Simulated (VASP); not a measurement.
# Bi2Se3 (R-3m) in VASP: notebook

The runs below take Bi2Se3 through relaxation of cell and atoms, with PBEsol.

Program: VASP 6.6.1. These are calculated values, not measurements. Logs are shortened: lines on timing, memory, paths and dates and some standing lists are left out, and cuts for length are marked.

## Step 1: The cell of the first run

The structure is trigonal, space group R-3m (No. 166). The conventional cell has a = 4.143 Å, b = 4.143 Å, c = 28.636 Å, α = 90.00°, β = 90.00°, γ = 120.00°. Bi (site symmetry 3m) has 6 Se at 2.85 to 3.07 Å within 3.8 Å. Se (site symmetry -3m) has 6 Bi at 3.07 Å and 12 Se at 4.14 to 4.23 Å within 4.3 Å. Within 3.8 Å of Se (site symmetry 3m) lie 3 Bi at 2.85 Å and 3 Se at 3.52 Å.

## Step 2: Relaxation of cell and atoms, PBEsol

Contents of INCAR:

```
PREC = Accurate
ENCUT = 600
EDIFF = 1E-6
ISMEAR = 0
SIGMA = 0.03
LREAL = False
LASPH = True
NELM = 80
ALGO = Normal
ISIF = 3
LWAVE = False
LCHARG = False
GGA = PS
IBRION = 2
NSW = 90
EDIFFG = -0.01
```

Contents of KPOINTS:

```
regular mesh
0
Gamma
  8 8 8
```

Contents of POSCAR:

```
Bi2Se3
1.0
    2.0715000000      1.1959810826      9.5453333333
   -2.0715000000      1.1959810826      9.5453333333
    0.0000000000     -2.3919621653      9.5453333333
Bi Se
2 3
Direct
    0.4008000000      0.4008000000      0.4008000000
    0.5992000000      0.5992000000      0.5992000000
    0.0000000000      0.0000000000      0.0000000000
    0.2117000000      0.2117000000      0.2117000000
    0.7883000000      0.7883000000      0.7883000000
```

Potentials or basis: VASP PAW PBE potentials, release 64 (Bi_d, Se).

Run with:

```bash
$ cat potpaw_PBE.64/Bi_d/POTCAR potpaw_PBE.64/Se/POTCAR > POTCAR
$ mpirun -np 1 vasp_std > vasp.out
```

OUTCAR:

```text
PREC = Accurate
   ENCUT = 600
   EDIFF = 1E-6
   ISMEAR = 0
   LREAL = False
   LASPH = True
   NELM = 80
   ISIF = 3
   GGA = PS
   IBRION = 2
   NSW = 90
   EDIFFG = -0.01

 ion  position               nearest neighbor table
   1  0.401  0.401  0.401-   5 2.85   5 2.85   5 2.85   3 3.07   3 3.07   3 3.07
   2  0.599  0.599  0.599-   4 2.85   4 2.85   4 2.85   3 3.07   3 3.07   3 3.07
   3  0.000  0.000  0.000-   2 3.07   2 3.07   1 3.07   1 3.07   2 3.07   1 3.07
   4  0.212  0.212  0.212-   2 2.85   2 2.85   2 2.85
   5  0.788  0.788  0.788-   1 2.85   1 2.85   1 2.85

  LATTYP: Found a trigonal (rhomboedric) cell.
 ALAT       =     9.8404710987
 COS(alpha) =     0.9113725833

  Lattice vectors:

 A1 = (   2.0715000000,   1.1959810826,   9.5453333333)
 A2 = (  -2.0715000000,   1.1959810826,   9.5453333333)
 A3 = (   0.0000000000,  -2.3919621653,   9.5453333333)

Analysis of symmetry for initial positions (statically):
=====================================================================
 Subroutine PRICEL returns:
 Original cell was already a primitive cell.

 Routine SETGRP: Setting up the symmetry group for a
 trigonal (rhombohedral) supercell.

 Subroutine GETGRP returns: Found 12 space group operations
 (whereof 12 operations were pure point group operations)
 out of a pool of 12 trial point group operations.

The static configuration has the point symmetry D_3d.

Analysis of symmetry for dynamics (positions and initial velocities):
=====================================================================
 Subroutine PRICEL returns:
 Original cell was already a primitive cell.

 Routine SETGRP: Setting up the symmetry group for a
 trigonal (rhombohedral) supercell.

 Subroutine GETGRP returns: Found 12 space group operations
 (whereof 12 operations were pure point group operations)
 out of a pool of 12 trial point group operations.

The dynamic configuration has the point symmetry D_3d.

 Subroutine INISYM returns: Found 12 space group operations
 (whereof 12 operations are pure point group operations),
 and found     1 'primitive' translations

----------------------------------------------------------------------------------------

                                     Primitive cell

  volume of cell :     141.8899

  direct lattice vectors                    reciprocal lattice vectors
     2.071500000  1.195981083  9.545333333     0.241370987  0.139355604  0.034921078
    -2.071500000  1.195981083  9.545333333    -0.241370987  0.139355604  0.034921078
     0.000000000 -2.391962165  9.545333333     0.000000000 -0.278711209  0.034921078

  length of vectors
     9.840471099  9.840471099  9.840471099     0.280890405  0.280890405  0.280890405

  position of ions in fractional coordinates (direct lattice)
     0.400800000  0.400800000  0.400800000
     0.599200000  0.599200000  0.599200000
     0.000000000  0.000000000  0.000000000
     0.211700000  0.211700000  0.211700000
     0.788300000  0.788300000  0.788300000

  ion indices of the primitive-cell ions
   primitive index   ion index
                 1           1
                 2           2
                 3           3
                 4           4
                 5           5

----------------------------------------------------------------------------------------

 KPOINTS: regular mesh

Automatic generation of k-mesh.
 Grid dimensions read from file:
 generate k-points for:    8    8    8

 Generating k-lattice:

  Cartesian coordinates                     Fractional coordinates (reciprocal lattice)
     0.030171373  0.017419451  0.004365135     0.125000000 -0.000000000  0.000000000
    -0.030171373  0.017419451  0.004365135    -0.000000000  0.125000000  0.000000000
     0.000000000 -0.034838901  0.004365135     0.000000000  0.000000000  0.125000000

  Length of vectors
     0.035111301  0.035111301  0.035111301

  Shift w.r.t. Gamma in fractional coordinates (k-lattice)
     0.000000000  0.000000000  0.000000000

 Subroutine IBZKPT returns following result:
 ===========================================

 Found     65 irreducible k-points:

 Following reciprocal coordinates:
            Coordinates               Weight
  0.000000  0.000000  0.000000      1.000000
  0.125000  0.000000 -0.000000      6.000000
  0.250000  0.000000 -0.000000      6.000000
  0.375000 -0.000000 -0.000000      6.000000
  0.500000  0.000000 -0.000000      3.000000
  0.125000  0.125000 -0.000000      6.000000
[... 16 lines left out ...]
  0.250000  0.125000  0.125000      6.000000
  0.375000  0.125000  0.125000      6.000000
 [... further k-points ...]
   k-points           NKPTS =     65   k-points in BZ     NKDIM =     65   number of bands    NBANDS=     28
   number of dos      NEDOS =    301   number of ions     NIONS =      5
   total plane-waves  NPLWV = 512000
   dimension x,y,z NGX =    80 NGY =   80 NGZ =   80
   dimension x,y,z NGXF=   160 NGYF=  160 NGZF=  160
   ions per type =               2   3
   NGX,Y,Z   is equivalent  to a cutoff of  13.52, 13.52, 13.52 a.u.
   NGXF,Y,Z  is equivalent  to a cutoff of  27.03, 27.03, 27.03 a.u.
 SYSTEM =  unknown system
   PREC   = accura    normal or accurate (medium, high low for compatibility)
   ISTART =      0    job   : 0-new  1-cont  2-samecut
   ICHARG =      2    charge: 1-file 2-atom 10-const
   ISPIN  =      1    spin polarized calculation?
   LNONCOLLINEAR =      F non collinear calculations
   LSORBIT =      F    spin-orbit coupling
   LASPH  =      T    aspherical Exc in radial PAW
   ENCUT  =  600.0 eV  44.10 Ry    6.64 a.u.  19.65 19.65 19.65*2*pi/ulx,y,z
   NELM   =     80;   NELMIN=  2; NELMDL= -5     # of ELM steps
   EDIFF  = 0.1E-05   stopping-criterion for ELM
   LREAL  =      F    real-space projection
   EDIFFG = -.1E-01   stopping-criterion for IOM
   NSW    =     90    number of steps for IOM
   IBRION =      2    ionic relax: 0-MD 1-quasi-New 2-CG
   NFREE  =      1    steps in history (QN), initial steepest desc. (CG)
   ISIF   =      3    stress and relaxation
   ISYM   =      2    0-nonsym 1-usesym 2-fastsym
   POTIM  = 0.5000    time-step for ionic-motion
   TEBEG  =    0.0;   TEEND  =   0.0 temperature during run
   PSTRESS=    0.0 pullay stress
   NELECT =      48.0000    total number of electrons
   NUPDOWN=      -1.0000    fix difference up-down
   EMIN   =  10.00;   EMAX   =-10.00  energy-range for DOS
   EFERMI =   0.00;   METHOD = LEGACY
   ISMEAR =     0;   SIGMA  =   0.03  broadening in eV -4-tet -1-fermi 0-gaus
   EFERMI_NEDOS =   21; number of points for ismear=-14 and -15
   IALGO  =     38    algorithm
   IMIX   =      4    mixing-type and parameters
     AMIX     =   0.40;   BMIX     =  1.00
     AMIX_MAG =   1.60;   BMIX_MAG =  1.00
  volume/ion in A,a.u.               =      28.38       191.50
  Fermi-wavevector in a.u.,A,eV,Ry     =   1.140700  2.155610 17.703848  1.301196
  Thomas-Fermi vector in A             =   2.277401
   LORBIT       =      0    0 simple, 1 ext, 2 COOP (PROOUT), +10 PAW based schemes
   GGA     = PS    functional components
   LHFCALC =     F    Hartree Fock is set to
   AEXX    =    0.0000 exact exchange contribution
   IVDW    =     0    specifies the selected vdW correction
   LEPSILON=     F    determine dielectric tensor
   LRPA    =     F    only Hartree local field effects (RPA)
 conjugate gradient relaxation of ions
 non-spin polarized calculation
 Gauss-broadening in eV      SIGMA  =   0.03
  energy-cutoff  :      600.00
  volume of cell :      141.89
 maximum number of plane-waves:      4758
   NGX = 39   NGY = 39   NGZ = 39

--------------------------------------- Ionic step        1  -------------------------------------------

 number of electron      47.9999997 magnetization

 Free energy of the ion-electron system (eV)
  ---------------------------------------------------
  ext. energy  EPLUGINS =         0.00000000
  ---------------------------------------------------
  free energy    TOTEN  =       -22.04868304 eV

  energy without entropy =      -22.04868262  energy(sigma->0) =      -22.04868283

------------------------ aborting loop because EDIFF is reached ----------------------------------------

  FORCE on cell =-STRESS in cart. coord.  units (eV):
  Direction    XX          YY          ZZ          XY          YZ          ZX
  --------------------------------------------------------------------------------------
  -------------------------------------------------------------------------------------
  Total       -0.2235981     -0.2235981     -0.2003771      0.0000000      0.0000000      0.0000000
  in kB       -2.5248004     -2.5248004     -2.2625963      0.0000000      0.0000000      0.0000000
  external PRESSURE =      -2.4373990 kB  Pullay stress =       0.0000000 kB
[... 141 lines left out ...]
  energy  without entropy=      -22.0522534312  energy(sigma->0) =      -22.05225462

--------------------------------------- Ionic step        5  -------------------------------------------

 number of electron      48.0000004 magnetization

 Free energy of the ion-electron system (eV)
  ---------------------------------------------------
  ext. energy  EPLUGINS =         0.00000000
  ---------------------------------------------------
  free energy    TOTEN  =       -22.05243540 eV

  energy without entropy =      -22.05243316  energy(sigma->0) =      -22.05243428

 E-fermi :   4.9936     XC(G=0):  -9.7190

 val. band max:        4.9383455078   @ k =   0.0000   0.0000   0.0000
 cond. band min:       5.0487581676   @ k =   0.0000   0.0000   0.0000
 fundamental gap:      0.1104126599
 Fermi energy:         4.9935518416

 k-point     1 :       0.0000    0.0000    0.0000
  band No.  band energies     occupation
      1     -18.1208      2.00000
      2     -18.1208      2.00000
      3     -18.1187      2.00000
      4     -18.1187      2.00000
      5     -18.1106      2.00000
      6     -18.1079      2.00000
[... 733 lines left out ...]
     27       6.8787      0.00000
     28       7.7262      0.00000

 [... further k-points ...]

------------------------ aborting loop because EDIFF is reached ----------------------------------------

  FORCE on cell =-STRESS in cart. coord.  units (eV):
  Direction    XX          YY          ZZ          XY          YZ          ZX
  --------------------------------------------------------------------------------------
  -------------------------------------------------------------------------------------
  Total        0.0061851      0.0061851     -0.0066580      0.0000000      0.0000000      0.0000000
  in kB        0.0703801      0.0703801     -0.0757610      0.0000000      0.0000000      0.0000000
  external PRESSURE =       0.0216664 kB  Pullay stress =       0.0000000 kB
[... 20 lines left out ...]
  FREE ENERGIE OF THE ION-ELECTRON SYSTEM (eV)
  ---------------------------------------------------
  free  energy   TOTEN  =       -22.0524354013 eV

  energy  without entropy=      -22.0524331646  energy(sigma->0) =      -22.05243428

 reached required accuracy - stopping structural energy minimisation
```

Wall time 59 min (1 thread of Intel Xeon Platinum 8259CL at 2.50GHz (Skylake/Cascade Lake), shared host); peak memory 1.2 GiB.

What came out:

```
Free energy                           : -22.0524 eV
Relaxed volume                        : 28.16 Å³/atom
Relaxed cell                          : a = 9.817 Å, b = 9.817 Å, c = 9.817 Å, α = 24.30°, β = 24.30°, γ = 24.30°
Space group after relaxing (to 0.1 Å) : R-3m (No. 166)
Energy gained by relaxing             : 0.8 meV/atom
Ionic steps                           : 5
Pressure after relaxing               : 0.0 GPa
Largest force after relaxing          : 0.006 eV/Å
Band gap on the k mesh                : 0.11 eV
```

Forces in eV/Å, atoms in the order of the input:
```
Bi   0.000  0.000  0.006
Bi   0.000  0.000 -0.006
Se   0.000  0.000  0.000
Se   0.000  0.000 -0.002
Se   0.000  0.000  0.002
```

Step by step:
```csv
step,energy change (eV),largest force (eV/Å),pressure (GPa),volume (Å³)
1,0.0000,0.1662,-0.24,141.89
2,-0.0031,0.0798,0.02,141.01
3,-0.0034,0.0433,0.18,140.53
4,-0.0036,0.0385,-0.11,141.00
5,-0.0038,0.0065,0.00,140.80
```

Final structure:
```
Bi Se
1.0
     2.06594    1.19277    9.52319
    -2.06594    1.19277    9.52319
     0.00000   -2.38554    9.52319
Bi Se
2 3
Direct
  0.40029 0.40029 0.40029
  0.59971 0.59971 0.59971
  0.00000 0.00000 0.00000
  0.21143 0.21143 0.21143
  0.78857 0.78857 0.78857
```

Caveat: the PAW data sets were made with another functional, which shifts forces and pressure a little; spin-orbit coupling is left out, which moves the levels of the heavy elements.

(Part 1 of 2 ends here.)
